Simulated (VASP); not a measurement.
# Co (P6_3/mmc) in VASP: further runs

The runs below take Co through single point, with r2SCAN.

Program: VASP 6.6.1. These are calculated values, not measurements. Logs are shortened: lines on timing, memory, paths and dates and some standing lists are left out, and cuts for length are marked.

### Step 1. The cell of the first run

The structure is hexagonal, space group P6_3/mmc (No. 194). The conventional cell has a = 2.472 Å, b = 2.472 Å, c = 4.016 Å, α = 90.00°, β = 90.00°, γ = 120.00°. Co (site symmetry -6m2) has 12 Co at 2.46 to 2.47 Å within 3.3 Å.

### Step 2. Single point, r2SCAN, collinear spin, ferromagnetic start

POSCAR

```
Co
1.0
    2.4724009972      0.0000000000      0.0000000000
   -1.2362004986      2.1411620719      0.0000000000
    0.0000000000      0.0000000000      4.0163086812
Co
2
Direct
    0.3333333333      0.6666666667      0.2500000000
    0.6666666667      0.3333333333      0.7500000000
```

INCAR.step1

```
PREC = Accurate ; ENCUT = 520
ISMEAR = 0 ; SIGMA = 0.05
LREAL = False ; LASPH = True
NELM = 150 ; ISPIN = 2
MAGMOM = 2.08 2.08 ; LMAXMIX = 4
NBANDS = 20 ; GGA = PE
ALGO = Normal ; EDIFF = 1E-4
LWAVE = True ; LCHARG = False
```

INCAR.step2

```
PREC = Accurate ; ENCUT = 520
EDIFF = 1E-6 ; ISMEAR = 0
SIGMA = 0.05 ; LREAL = False
LASPH = True ; NELM = 150
ALGO = Normal ; ISIF = 2
LWAVE = False ; LCHARG = True
ISPIN = 2 ; MAGMOM = 2.08 2.08
LORBIT = 11 ; LMAXMIX = 4
METAGGA = R2SCAN ; LMIXTAU = True
LELF = True ; LVHAR = True
NBANDS = 20 ; ISTART = 1
```

KPOINTS

```
Automatic mesh
0
Gamma
  20 20 12
```

Potentials or basis: VASP PAW PBE potentials, release 64 (Co).

On the command line:

```console
$ cat potpaw_PBE.64/Co/POTCAR > POTCAR
$ cp INCAR.step1 INCAR
$ mpirun -np 1 vasp_std > vasp.out
$ cp INCAR.step2 INCAR
$ mpirun -np 1 vasp_std > vasp.out
```

OUTCAR:

```text
PREC = Accurate
   ENCUT = 520
   EDIFF = 1E-6
   ISMEAR = 0
   LREAL = False
   LASPH = True
   NELM = 150
   ISIF = 2
   ISPIN = 2
   LORBIT = 11
   METAGGA = R2SCAN
   ISTART = 1

 ion  position               nearest neighbor table
   1  0.333  0.667  0.250-   2 2.46   2 2.46   2 2.46   2 2.46   2 2.46   2 2.46
   2  0.667  0.333  0.750-   1 2.46   1 2.46   1 2.46   1 2.46   1 2.46   1 2.46

  LATTYP: Found a hexagonal cell.
 ALAT       =     2.4724009972
 C/A-ratio  =     1.6244568279

  Lattice vectors:

 A1 = (   2.4724009972,   0.0000000000,   0.0000000000)
 A2 = (  -1.2362004986,   2.1411620719,   0.0000000000)
 A3 = (   0.0000000000,   0.0000000000,   4.0163086812)

Analysis of symmetry for initial positions (statically):
=====================================================================
 Subroutine PRICEL returns:
 Original cell was already a primitive cell.

 Routine SETGRP: Setting up the symmetry group for a
 hexagonal supercell.

 Subroutine GETGRP returns: Found 24 space group operations
 (whereof 12 operations were pure point group operations)
 out of a pool of 24 trial point group operations.

The static configuration has the point symmetry D_3d.
 The point group associated with its full space group is D_6h.

Analysis of symmetry for dynamics (positions and initial velocities):
=====================================================================
 Subroutine PRICEL returns:
 Original cell was already a primitive cell.

 Routine SETGRP: Setting up the symmetry group for a
 hexagonal supercell.

 Subroutine GETGRP returns: Found 24 space group operations
 (whereof 12 operations were pure point group operations)
 out of a pool of 24 trial point group operations.

The dynamic configuration has the point symmetry D_3d.
 The point group associated with its full space group is D_6h.

Analysis of structural, dynamic, and magnetic symmetry:
=====================================================================
 Subroutine PRICEL returns:
 Original cell was already a primitive cell.

 Routine SETGRP: Setting up the symmetry group for a
 hexagonal supercell.

 Subroutine GETGRP returns: Found 24 space group operations
 (whereof 12 operations were pure point group operations)
 out of a pool of 24 trial point group operations.

The overall configuration has the point symmetry D_3d.
 The point group associated with its full space group is D_6h.

 Subroutine INISYM returns: Found 24 space group operations
 (whereof 12 operations are pure point group operations),
 and found     1 'primitive' translations
[... 116 lines left out ...]
  volume/ion in A,a.u.               =      10.63        71.74
  Fermi-wavevector in a.u.,A,eV,Ry     =   1.548699  2.926618 32.633167  2.398470
  Thomas-Fermi vector in A             =   2.653612
   LORBIT       =     11    0 simple, 1 ext, 2 COOP (PROOUT), +10 PAW based schemes
   METAGGA = R2SCAN    functional components
   LHFCALC =     F    Hartree Fock is set to
   AEXX    =    0.0000 exact exchange contribution
   IVDW    =     0    specifies the selected vdW correction
   LEPSILON=     F    determine dielectric tensor
   LRPA    =     F    only Hartree local field effects (RPA)
 spin polarized calculation
 Gauss-broadening in eV      SIGMA  =   0.05
  energy-cutoff  :      520.00
  volume of cell :       21.26
 maximum number of plane-waves:       588
   NGX =  9   NGY =  9   NGZ = 15

 number of electron      17.9999989 magnetization       3.5009829

 Free energy of the ion-electron system (eV)
  ---------------------------------------------------
  ext. energy  EPLUGINS =         0.00000000
  ---------------------------------------------------
  free energy    TOTEN  =       -26.41428331 eV

  energy without entropy =      -26.41265248  energy(sigma->0) =      -26.41346790

 E-fermi :  10.6097     XC(G=0): -14.8174

 val. band max:       10.6081883552   @ k =   0.1500   0.1500   0.1667
 cond. band min:      10.6135392437   @ k =   0.0500   0.0500   0.0833
 fundamental gap:      0.0053508885
 Fermi energy:        10.6097470584

 spin component 1

 k-point     1 :       0.0000    0.0000    0.0000
  band No.  band energies     occupation
      1       1.1448      1.00000
      2       4.7507      1.00000
      3       7.1905      1.00000
      4       7.2290      1.00000
      5       7.2292      1.00000
      6       7.5372      1.00000
[... 541 lines left out ...]
     19      35.9476      0.00000
     20      36.9748      0.00000

 [... further k-points ...]

 spin component 2

 k-point     1 :       0.0000    0.0000    0.0000
  band No.  band energies     occupation
      1       0.5636      1.00000
      2       5.9317      1.00000
      3       9.6193      1.00000
      4       9.7109      1.00000
      5       9.7109      1.00000
      6       9.7879      1.00000
[... 541 lines left out ...]
     19      36.7022      0.00000
     20      37.8872      0.00000

 [... further k-points ...]

------------------------ aborting loop because EDIFF is reached ----------------------------------------

  FORCE on cell =-STRESS in cart. coord.  units (eV):
  Direction    XX          YY          ZZ          XY          YZ          ZX
  --------------------------------------------------------------------------------------
  -------------------------------------------------------------------------------------
  Total        0.0080499      0.0080499     -0.0272482     -0.0000000      0.0000000      0.0000000
  in kB        0.6066049      0.6066049     -2.0533033     -0.0000000      0.0000000      0.0000000
  external PRESSURE =      -0.2800312 kB  Pullay stress =       0.0000000 kB

 VOLUME and BASIS-vectors are now :
 -----------------------------------------------------------------------------
  energy-cutoff  :      520.00
  volume of cell :       21.26
      direct lattice vectors                 reciprocal lattice vectors
     2.472400997  0.000000000  0.000000000     0.404465134  0.233518054  0.000000000
    -1.236200499  2.141162072  0.000000000     0.000000000  0.467036108  0.000000000
     0.000000000  0.000000000  4.016308681     0.000000000  0.000000000  0.248984846

 POSITION                                       TOTAL-FORCE (eV/Angst)
 -----------------------------------------------------------------------------------
     -0.00000      1.42744      1.00408        -0.000000     -0.000000      0.000000
      1.23620      0.71372      3.01223         0.000000      0.000000      0.000000
 -----------------------------------------------------------------------------------
    total drift:                                0.000000     -0.000000     -0.000000

  FREE ENERGIE OF THE ION-ELECTRON SYSTEM (eV)
  ---------------------------------------------------
  free  energy   TOTEN  =       -26.4142833113 eV

  energy  without entropy=      -26.4126524797  energy(sigma->0) =      -26.41346790

 total charge

# of ion       s       p       d       tot
------------------------------------------
    1        0.519   0.579   7.238   8.336
    2        0.519   0.579   7.238   8.336
--------------------------------------------------
tot          1.039   1.157  14.475  16.672

 magnetization (x)

# of ion       s       p       d       tot
------------------------------------------
    1       -0.012  -0.085   1.907   1.811
    2       -0.012  -0.085   1.907   1.811
--------------------------------------------------
tot         -0.024  -0.170   3.815   3.621
```

OSZICAR.step1:

```text
N       E                     dE             d eps       ncg     rms          rms(c)
DAV:   1     0.851432566848E+02    0.85143E+02   -0.80251E+03 26040   0.121E+03
DAV:   2    -0.115603599873E+02   -0.96704E+02   -0.87123E+02 25008   0.217E+02
DAV:   3    -0.160276569510E+02   -0.44673E+01   -0.42854E+01 28148   0.564E+01
DAV:   4    -0.160948048727E+02   -0.67148E-01   -0.67098E-01 29964   0.609E+00
DAV:   5    -0.160968080216E+02   -0.20031E-02   -0.20030E-02 28756   0.101E+00    0.153E+01
DAV:   6    -0.144589399724E+02    0.16379E+01   -0.70918E+00 28028   0.548E+01    0.654E+00
DAV:   7    -0.141055572916E+02    0.35338E+00   -0.10528E+00 29176   0.194E+01    0.386E+00
DAV:   8    -0.140832021156E+02    0.22355E-01   -0.14484E-02 33204   0.122E+00    0.175E+00
DAV:   9    -0.140688485163E+02    0.14354E-01   -0.25473E-03 40752   0.937E-01    0.414E-01
DAV:  10    -0.140683041647E+02    0.54435E-03   -0.66873E-04 31616   0.306E-01    0.492E-02
DAV:  11    -0.140682956459E+02    0.85188E-05   -0.25343E-05 15080   0.637E-02
   1 F= -.14068296E+02 E0= -.14067123E+02  d E =-.234541E-02  mag=     3.1793
```

It took 6.4 min on 1 thread of Intel Xeon 6975P-C (Granite Rapids), shared host; peak memory 0.28 GiB.

Results:

```
Free energy                                           : -26.4143 eV
Pressure                                              : 0.0 GPa
Net moment                                            : 3.50 μB per cell
Site moments                                          : Co +1.81 μB
Valence electrons inside the program's atomic spheres : Co 8.34
```

Caveat: the PAW data sets were made with another functional, which shifts forces and pressure a little.

### Step 3. Single point, r2SCAN, collinear spin, ferromagnetic start (10.84 Å³/atom)

This run uses another cell than the first one, of 10.84 Å³/atom.

POSCAR

```
Co
1.0
    2.4887749909      0.0000000000      0.0000000000
   -1.2443874955      2.1553423664      0.0000000000
    0.0000000000      0.0000000000      4.0429075271
Co
2
Direct
    0.3333333333      0.6666666667      0.2500000000
    0.6666666667      0.3333333333      0.7500000000
```

INCAR.step1

```
PREC = Accurate
ENCUT = 520
ISMEAR = 0
SIGMA = 0.05
LREAL = F
LASPH = T
NELM = 150
ISPIN = 2
MAGMOM = 2.08 2.08
LMAXMIX = 4
NBANDS = 20
GGA = PE
ALGO = Normal
EDIFF = 1E-4
LWAVE = T
LCHARG = F
```

INCAR.step2

```
PREC = Accurate
ENCUT = 520
EDIFF = 1E-6
ISMEAR = 0
SIGMA = 0.05
LREAL = F
LASPH = T
NELM = 150
ALGO = Normal
ISIF = 2
LWAVE = F
LCHARG = T
ISPIN = 2
MAGMOM = 2.08 2.08
LORBIT = 11
LMAXMIX = 4
METAGGA = R2SCAN
LMIXTAU = T
LELF = T
LVHAR = T
NBANDS = 20
ISTART = 1
```

KPOINTS

```
regular mesh
0
Gamma
  20 20 12
```

Potentials or basis: VASP PAW PBE potentials, release 64 (Co).

On the command line:

```console
$ cat potpaw_PBE.64/Co/POTCAR > POTCAR
$ cp INCAR.step1 INCAR
$ mpirun -np 1 vasp_std > vasp.out
$ cp INCAR.step2 INCAR
$ mpirun -np 1 vasp_std > vasp.out
```

Wall time 7.8 min (1 thread of Intel Xeon 6975P-C (Granite Rapids), shared host); peak memory 0.29 GiB.

It converged, with:

```yaml
Free_energy: -26.4082 eV
Pressure: -4.5 GPa
Net_moment: 3.52 μB per cell
Site_moments: Co +1.82 μB
Valence_electrons_inside_the_program's_atomic_spheres: Co 8.30
```

Levels at points of the mesh, in eV from the Fermi level:
Spin up:
```tsv
k point	band 8	band 9	band 10	band 11	band 12	band 13	band 14	band 15
(0.00, 0.00, 0.00)	-2.73	-2.73	-1.66	-1.66	-0.28	6.11	22.75	25.34
(0.50, 0.00, 0.00)	-1.49	-1.45	-1.35	0.88	3.04	9.75	10.50	12.71
(0.00, 0.00, 0.50)	-3.43	-1.96	-1.96	-1.96	-1.96	15.16	15.16	23.52
(0.50, 0.00, 0.50)	-1.79	-1.40	-1.40	1.42	1.42	7.13	7.13	18.89
```
Spin down:
```
           k point  band 5  band 6  band 7  band 8  band 9  band 10
(0.00, 0.00, 0.00)   -0.87   -0.82   -0.48   -0.48    0.02     0.02
(0.50, 0.00, 0.00)   -1.05   -0.99   -0.61    1.40    1.54     1.56
(0.00, 0.00, 0.50)   -0.93   -0.93   -0.93   -0.93    0.92     0.92
(0.50, 0.00, 0.50)    0.02    0.02    0.11    0.11    1.50     1.50
```

Caveat: the cell stands under tension; the PAW data sets were made with another functional, which shifts forces and pressure a little.
